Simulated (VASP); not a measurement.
# SrO (P6_3/mmc) in VASP: further runs, part 2 of 2

VASP 6.6.1. Earlier steps stand in the parts before.

## (3) Single point, PBE (volume changed by -3%)

INCAR reads:

```
PREC = Accurate
ENCUT = 520
EDIFF = 1E-6
ISMEAR = 0
SIGMA = 0.01
LREAL = False
LASPH = True
NELM = 60
ALGO = Normal
ISIF = 2
LWAVE = False
LCHARG = True
GGA = PE
LELF = True
LVHAR = True
NBANDS = 24
```

KPOINTS reads:

```
Automatic mesh
0
Gamma
  6 6 4
```

POSCAR reads:

```
SrO
1.0
    4.2468441601      0.0000000000      0.0000000000
   -2.1234220801      3.6778749286      0.0000000000
    0.0000000000      0.0000000000      5.1322738602
Sr O
2 2
Direct
    0.3333333333      0.6666666667      0.2500000000
    0.6666666667      0.3333333333      0.7500000000
    0.6666666667      0.3333333333      0.2500000000
    0.3333333333      0.6666666667      0.7500000000
```

Potentials or basis: VASP PAW PBE potentials, release 64 (Sr_sv, O).

Run with:

```bash
$ cat potpaw_PBE.64/Sr_sv/POTCAR potpaw_PBE.64/O/POTCAR > POTCAR
$ mpirun -np 1 vasp_std > vasp.out
```

OUTCAR:

```text
PREC = Accurate
   ENCUT = 520
   EDIFF = 1E-6
   ISMEAR = 0
   LREAL = False
   LASPH = True
   NELM = 60
   ISIF = 2
   GGA = PE

 ion  position               nearest neighbor table
   1  0.333  0.667  0.250-   3 2.45   3 2.45   3 2.45   4 2.57   4 2.57   2 3.55   2 3.55   2 3.55
                             2 3.55   2 3.55   2 3.55
   2  0.667  0.333  0.750-   4 2.45   4 2.45   4 2.45   3 2.57   3 2.57   1 3.55   1 3.55   1 3.55
                             1 3.55   1 3.55   1 3.55
   3  0.667  0.333  0.250-   1 2.45   1 2.45   1 2.45   2 2.57   2 2.57
   4  0.333  0.667  0.750-   2 2.45   2 2.45   2 2.45   1 2.57   1 2.57

  LATTYP: Found a hexagonal cell.
 ALAT       =     4.2468441601
 C/A-ratio  =     1.2084912153

  Lattice vectors:

 A1 = (   4.2468441601,   0.0000000000,   0.0000000000)
 A2 = (  -2.1234220801,   3.6778749286,   0.0000000000)
 A3 = (   0.0000000000,   0.0000000000,   5.1322738602)

Analysis of symmetry for initial positions (statically):
=====================================================================
 Subroutine PRICEL returns:
 Original cell was already a primitive cell.

 Routine SETGRP: Setting up the symmetry group for a
 hexagonal supercell.

 Subroutine GETGRP returns: Found 24 space group operations
 (whereof 12 operations were pure point group operations)
 out of a pool of 24 trial point group operations.

The static configuration has the point symmetry D_3d.
 The point group associated with its full space group is D_6h.

Analysis of symmetry for dynamics (positions and initial velocities):
=====================================================================
 Subroutine PRICEL returns:
 Original cell was already a primitive cell.

 Routine SETGRP: Setting up the symmetry group for a
 hexagonal supercell.

 Subroutine GETGRP returns: Found 24 space group operations
 (whereof 12 operations were pure point group operations)
 out of a pool of 24 trial point group operations.

The dynamic configuration has the point symmetry D_3d.
 The point group associated with its full space group is D_6h.

 Subroutine INISYM returns: Found 24 space group operations
 (whereof 12 operations are pure point group operations),
 and found     1 'primitive' translations

----------------------------------------------------------------------------------------

                                     Primitive cell

  volume of cell :      80.1628

  direct lattice vectors                    reciprocal lattice vectors
     4.246844160  0.000000000  0.000000000     0.235468965  0.135948070  0.000000000
    -2.123422080  3.677874929  0.000000000     0.000000000  0.271896141  0.000000000
     0.000000000  0.000000000  5.132273860     0.000000000  0.000000000  0.194845409

  length of vectors
     4.246844160  4.246844160  5.132273860     0.271896141  0.271896141  0.194845409

  position of ions in fractional coordinates (direct lattice)
     0.333333333  0.666666667  0.250000000
     0.666666667  0.333333333  0.750000000
     0.666666667  0.333333333  0.250000000
     0.333333333  0.666666667  0.750000000

  ion indices of the primitive-cell ions
   primitive index   ion index
                 1           1
                 2           2
[... 23 lines left out ...]

 Subroutine IBZKPT returns following result:
 ===========================================

 Found     21 irreducible k-points:

 Following reciprocal coordinates:
            Coordinates               Weight
  0.000000  0.000000  0.000000      1.000000
  0.166667  0.000000  0.000000      6.000000
  0.333333  0.000000  0.000000      6.000000
  0.500000  0.000000  0.000000      3.000000
  0.166667  0.166667  0.000000      6.000000
  0.333333  0.166667  0.000000     12.000000
[... 13 lines left out ...]
  0.333333  0.166667  0.500000     12.000000
  0.333333  0.333333  0.500000      2.000000
   k-points           NKPTS =     21   k-points in BZ     NKDIM =     21   number of bands    NBANDS=     24
   number of dos      NEDOS =    301   number of ions     NIONS =      4
   total plane-waves  NPLWV =  40960
   dimension x,y,z NGX =    32 NGY =   32 NGZ =   40
   dimension x,y,z NGXF=    64 NGYF=   64 NGZF=   80
   ions per type =               2   2
   NGX,Y,Z   is equivalent  to a cutoff of  12.53, 12.53, 12.96 a.u.
   NGXF,Y,Z  is equivalent  to a cutoff of  25.05, 25.05, 25.91 a.u.
 SYSTEM =  unknown system
   PREC   = accura    normal or accurate (medium, high low for compatibility)
   ISTART =      0    job   : 0-new  1-cont  2-samecut
   ICHARG =      2    charge: 1-file 2-atom 10-const
   ISPIN  =      1    spin polarized calculation?
   LNONCOLLINEAR =      F non collinear calculations
   LSORBIT =      F    spin-orbit coupling
   LASPH  =      T    aspherical Exc in radial PAW
   ENCUT  =  520.0 eV  38.22 Ry    6.18 a.u.   7.90  7.90  9.54*2*pi/ulx,y,z
   NELM   =     60;   NELMIN=  2; NELMDL= -5     # of ELM steps
   EDIFF  = 0.1E-05   stopping-criterion for ELM
   LREAL  =      F    real-space projection
   EDIFFG = 0.1E-04   stopping-criterion for IOM
   NSW    =      0    number of steps for IOM
   IBRION =     -1    ionic relax: 0-MD 1-quasi-New 2-CG
   NFREE  =      0    steps in history (QN), initial steepest desc. (CG)
   ISIF   =      2    stress and relaxation
   ISYM   =      2    0-nonsym 1-usesym 2-fastsym
   POTIM  = 0.5000    time-step for ionic-motion
   TEBEG  =    0.0;   TEEND  =   0.0 temperature during run
   PSTRESS=    0.0 pullay stress
   NELECT =      32.0000    total number of electrons
   NUPDOWN=      -1.0000    fix difference up-down
   EMIN   =  10.00;   EMAX   =-10.00  energy-range for DOS
   EFERMI =   0.00;   METHOD = LEGACY
   ISMEAR =     0;   SIGMA  =   0.01  broadening in eV -4-tet -1-fermi 0-gaus
   EFERMI_NEDOS =   21; number of points for ismear=-14 and -15
   IALGO  =     38    algorithm
   IMIX   =      4    mixing-type and parameters
     AMIX     =   0.40;   BMIX     =  1.00
     AMIX_MAG =   1.60;   BMIX_MAG =  1.00
  volume/ion in A,a.u.               =      20.04       135.24
  Fermi-wavevector in a.u.,A,eV,Ry     =   1.205407  2.277889 19.769355  1.453007
  Thomas-Fermi vector in A             =   2.341104
   LORBIT       =      0    0 simple, 1 ext, 2 COOP (PROOUT), +10 PAW based schemes
   GGA     = PE    functional components
   LHFCALC =     F    Hartree Fock is set to
   AEXX    =    0.0000 exact exchange contribution
   IVDW    =     0    specifies the selected vdW correction
   LEPSILON=     F    determine dielectric tensor
   LRPA    =     F    only Hartree local field effects (RPA)
 non-spin polarized calculation
 Gauss-broadening in eV      SIGMA  =   0.01
  energy-cutoff  :      520.00
  volume of cell :       80.16
 maximum number of plane-waves:      2178
 NGX is ok and might be reduce to    32
   NGX = 15   NGY = 15   NGZ = 19

 number of electron      32.0000009 magnetization

 Free energy of the ion-electron system (eV)
  ---------------------------------------------------
  ext. energy  EPLUGINS =         0.00000000
  ---------------------------------------------------
  free energy    TOTEN  =       -23.87923163 eV

  energy without entropy =      -23.87923163  energy(sigma->0) =      -23.87923163

 E-fermi :   0.8859     XC(G=0):  -9.0172

 val. band max:        0.8289964254   @ k =   0.0000   0.0000   0.0000
 cond. band min:       3.5200162572   @ k =   0.0000   0.0000   0.0000
 fundamental gap:      2.6910198319
 Fermi energy:         0.8858842666

 k-point     1 :       0.0000    0.0000    0.0000
  band No.  band energies     occupation
      1     -31.5193      2.00000
      2     -31.3420      2.00000
      3     -14.2267      2.00000
      4     -14.2181      2.00000
      5     -14.0831      2.00000
      6     -13.6635      2.00000
[... 556 lines left out ...]
     23      10.1843      0.00000
     24      10.1843      0.00000

------------------------ aborting loop because EDIFF is reached ----------------------------------------

  FORCE on cell =-STRESS in cart. coord.  units (eV):
  Direction    XX          YY          ZZ          XY          YZ          ZX
  --------------------------------------------------------------------------------------
  -------------------------------------------------------------------------------------
  Total        1.3413142      1.3413142      1.4476858     -0.0000000      0.0000000      0.0000000
  in kB       26.8082214     26.8082214     28.9342205     -0.0000000      0.0000000      0.0000000
  external PRESSURE =      27.5168878 kB  Pullay stress =       0.0000000 kB

 VOLUME and BASIS-vectors are now :
 -----------------------------------------------------------------------------
  energy-cutoff  :      520.00
  volume of cell :       80.16
      direct lattice vectors                 reciprocal lattice vectors
     4.246844160  0.000000000  0.000000000     0.235468965  0.135948070  0.000000000
    -2.123422080  3.677874929  0.000000000     0.000000000  0.271896141  0.000000000
     0.000000000  0.000000000  5.132273860     0.000000000  0.000000000  0.194845409

 POSITION                                       TOTAL-FORCE (eV/Angst)
 -----------------------------------------------------------------------------------
     -0.00000      2.45192      1.28307         0.000000      0.000000      0.000000
      2.12342      1.22596      3.84921        -0.000000      0.000000      0.000000
      2.12342      1.22596      1.28307         0.000000     -0.000000      0.000000
     -0.00000      2.45192      3.84921        -0.000000      0.000000      0.000000
 -----------------------------------------------------------------------------------
    total drift:                               -0.000000      0.000000     -0.000000

  FREE ENERGIE OF THE ION-ELECTRON SYSTEM (eV)
  ---------------------------------------------------
  free  energy   TOTEN  =       -23.8792316274 eV

  energy  without entropy=      -23.8792316274  energy(sigma->0) =      -23.87923163
```

stdout:

```text
POSCAR found type information on POSCAR SrO
 POSCAR found :  2 types and       4 ions
 scaLAPACK will be used
 LDA part: xc-table for (Slater+PW92), standard interpolation
 POSCAR, INCAR and KPOINTS ok, starting setup
 FFT: planning ... GRIDC
 FFT: planning ... GRID_SOFT
 FFT: planning ... GRID
 WAVECAR not read
 entering main loop
```

Run time: 34 s. Hardware: 1 thread of Intel Xeon Platinum 8259CL at 2.50GHz (Skylake/Cascade Lake), shared host; peak memory 0.2 GiB.

What came out:

* Free energy: -23.8792 eV
* Pressure: 2.8 GPa
* Band gap on the k mesh: 2.69 eV, direct

Stress tensor (GPa, compression positive):
```
2.68 0.00 0.00
0.00 2.68 0.00
0.00 0.00 2.89
```

Levels at points of the mesh, in eV from the valence-band top:
```csv
k point,band 14,band 15,band 16,band 17,band 18,band 19
"(0.00, 0.00, 0.00)",-0.90,-0.31,0.00,2.69,6.16,6.16
"(0.50, 0.00, 0.00)",-0.35,-0.34,-0.27,4.33,4.85,5.08
"(0.00, 0.00, 0.50)",-1.11,-1.11,-1.11,4.39,4.39,7.93
"(0.50, 0.00, 0.50)",-0.91,-0.43,-0.43,4.97,4.97,7.45
```

Caveat: the cell differs from its parent crystal (volume changed by -3%).

## (4) Single point, PBE

This run uses another cell than the first one, of 20.66 Å³/atom, 1.064 times its volume.

INCAR reads:

```
SYSTEM = SrO
PREC = Accurate
ENCUT = 520
EDIFF = 1E-6
ISMEAR = 0
SIGMA = 0.01
LREAL = .False.
LASPH = .True.
NELM = 60
ALGO = Normal
ISIF = 2
LWAVE = .False.
LCHARG = .False.
GGA = PE
NBANDS = 24
```

KPOINTS reads:

```
regular mesh
0
Gamma
  6 6 4
  0 0 0
```

POSCAR reads:

```
SrO
1.0
    4.2901822978      0.0000000000      0.0000000000
   -2.1450911489      3.7154068568      0.0000000000
    0.0000000000      0.0000000000      5.1846476189
Sr O
2 2
Direct
    0.3333333333      0.6666666667      0.2500000000
    0.6666666667      0.3333333333      0.7500000000
    0.6666666667      0.3333333333      0.2500000000
    0.3333333333      0.6666666667      0.7500000000
```

Run with:

```bash
$ cat potpaw_PBE.64/Sr_sv/POTCAR potpaw_PBE.64/O/POTCAR > POTCAR
$ mpirun -np 1 vasp_std > vasp.out
```

Wall time 32 s (1 thread of Intel Xeon Platinum 8259CL at 2.50GHz (Skylake/Cascade Lake), shared host); peak memory 0.2 GiB.

It converged, with:

| Property | Result |
| --- | --- |
| Free energy | -23.9050 eV |
| Pressure | 0.4 GPa |
| Band gap on the k mesh | 2.59 eV, direct |

Levels at points of the mesh, in eV from the valence-band top:
```tsv
k point	band 12	band 13	band 14	band 15	band 16	band 17	band 18	band 19	band 20	band 21
(0.00, 0.00, 0.00)	-1.02	-0.88	-0.88	-0.36	0.00	2.59	6.09	6.09	7.03	7.96
(0.50, 0.00, 0.00)	-0.84	-0.37	-0.37	-0.34	-0.26	4.28	4.81	5.04	7.03	7.96
(0.00, 0.00, 0.50)	-1.23	-1.06	-1.06	-1.06	-1.06	4.29	4.29	7.78	7.78	7.78
(0.50, 0.00, 0.50)	-1.61	-0.87	-0.87	-0.43	-0.43	4.90	4.90	7.32	7.32	8.04
```

## (5) Single point, PBE (volume changed by +3%)

INCAR reads:

```
SYSTEM = SrO
ALGO     = Normal         ! electronic algorithm
EDIFF    = 1E-6           ! SCF threshold, eV
ENCUT    = 520            ! plane-wave cutoff, eV
GGA      = PE             ! functional
ISIF     = 2              ! what is computed and relaxed
ISMEAR   = 0              ! smearing method
LASPH    = .True.         ! aspherical terms in the spheres
LCHARG   = .False.        ! write CHGCAR
LREAL    = .False.        ! projectors in reciprocal space
LWAVE    = .False.        ! write WAVECAR
NBANDS   = 24             ! bands
NELM     = 60             ! most SCF steps
PREC     = Accurate       ! precision mode
SIGMA    = 0.01           ! smearing width, eV
```

KPOINTS reads:

```
k-points
0
Gamma
  6 6 4
  0 0 0
```

POSCAR reads:

```
SrO
1.0
    4.3326621130      0.0000000000      0.0000000000
   -2.1663310565      3.7521954558      0.0000000000
    0.0000000000      0.0000000000      5.2359841023
Sr O
2 2
Direct
    0.3333333333      0.6666666667      0.2500000000
    0.6666666667      0.3333333333      0.7500000000
    0.6666666667      0.3333333333      0.2500000000
    0.3333333333      0.6666666667      0.7500000000
```

Run with:

```bash
$ cat potpaw_PBE.64/Sr_sv/POTCAR potpaw_PBE.64/O/POTCAR > POTCAR
$ mpirun -np 1 vasp_std > vasp.out
```

It took 33 s on 1 thread of Intel Xeon Platinum 8259CL at 2.50GHz (Skylake/Cascade Lake), shared host; peak memory 0.2 GiB.

The run converged. Its results:

```yaml
Free_energy: -23.8976 eV
Pressure: -1.5 GPa
Band_gap_on_the_k_mesh: 2.50 eV, direct
```

Stress tensor (GPa, compression positive):
```
-1.47  0.00  0.00
 0.00 -1.47  0.00
 0.00  0.00 -1.64
```

Levels at points of the mesh, in eV from the valence-band top:
```
           k point  band 14  band 15  band 16  band 17  band 18  band 19
(0.00, 0.00, 0.00)    -0.86    -0.40     0.00     2.50     6.02     6.02
(0.50, 0.00, 0.00)    -0.39    -0.34    -0.25     4.22     4.77     5.00
(0.00, 0.00, 0.50)    -1.02    -1.02    -1.02     4.19     4.19     7.64
(0.50, 0.00, 0.50)    -0.84    -0.43    -0.43     4.83     4.83     7.20
```

Caveat: the cell differs from its parent crystal (volume changed by +3%).

## (6) Single point, PBE (volume changed by +6%)

INCAR reads:

```
PREC = Accurate
ENCUT = 520
EDIFF = 1E-6
ISMEAR = 0
SIGMA = 0.01
LREAL = F
LASPH = T
NELM = 100
ALGO = Normal
ISIF = 2
LWAVE = F
LCHARG = T
GGA = PE
LELF = T
LVHAR = T
NBANDS = 24
```

KPOINTS reads:

```
Automatic mesh
0
Gamma
  6 6 4
```

POSCAR reads:

```
SrO
1.0
    4.3743248814      0.0000000000      0.0000000000
   -2.1871624407      3.7882764717      0.0000000000
    0.0000000000      0.0000000000      5.2863331920
Sr O
2 2
Direct
    0.3333333333      0.6666666667      0.2500000000
    0.6666666667      0.3333333333      0.7500000000
    0.6666666667      0.3333333333      0.2500000000
    0.3333333333      0.6666666667      0.7500000000
```

Potentials or basis: VASP PAW PBE potentials, release 64 (Sr_sv, O).

Run with:

```bash
$ cat potpaw_PBE.64/Sr_sv/POTCAR potpaw_PBE.64/O/POTCAR > POTCAR
$ mpirun -np 1 vasp_std > vasp.out
```

It took 40 s on 1 thread of Intel Xeon Platinum 8259CL at 2.50GHz (Skylake/Cascade Lake), shared host; peak memory 0.23 GiB.

Results (log left out):

| Property | Result |
| --- | --- |
| Free energy | -23.8620 eV |
| Pressure | -3.2 GPa |
| Band gap on the k mesh | 2.41 eV, direct |

Stress tensor (GPa, compression positive):
```
-3.10  0.00  0.00
 0.00 -3.10  0.00
 0.00  0.00 -3.40
```

Levels at points of the mesh, in eV from the valence-band top:
```csv
k point,band 12,band 13,band 14,band 15,band 16,band 17,band 18,band 19,band 20,band 21
"(0.00, 0.00, 0.00)",-0.93,-0.83,-0.83,-0.44,0.00,2.41,5.95,5.95,6.71,7.68
"(0.50, 0.00, 0.00)",-0.80,-0.41,-0.40,-0.34,-0.25,4.17,4.72,4.96,6.62,7.66
"(0.00, 0.00, 0.50)",-1.16,-0.98,-0.98,-0.98,-0.98,4.09,4.09,7.50,7.50,7.50
"(0.50, 0.00, 0.50)",-1.53,-0.80,-0.80,-0.43,-0.43,4.77,4.77,7.08,7.08,7.74
```

Caveat: the cell differs from its parent crystal (volume changed by +6%).

## (7) The runs side by side

```tsv
cell	gap on the mesh (eV)	pressure (GPa)
a = 4.203, b = 4.203, c = 5.079 Å, angles 90.0, 90.0, 120.0°, 4 atoms	2.79	5.5
a = 4.247, b = 4.247, c = 5.132 Å, angles 90.0, 90.0, 120.0°, 4 atoms	2.69	2.8
a = 4.290, b = 4.290, c = 5.185 Å, angles 90.0, 90.0, 120.0°, 4 atoms	2.59	0.4
a = 4.333, b = 4.333, c = 5.236 Å, angles 90.0, 90.0, 120.0°, 4 atoms	2.50	-1.5
a = 4.374, b = 4.374, c = 5.286 Å, angles 90.0, 90.0, 120.0°, 4 atoms	2.41	-3.2
```

Alike in all rows: task single point; level PBE; potentials or basis VASP PAW PBE potentials, release 64 (Sr_sv, O); no spin polarisation; k mesh 6 × 6 × 4; cutoff (eV) 520; smearing gaussian 0.01 eV.

Total energies depend on the potentials used, so only differences within one code and one set of settings carry meaning.
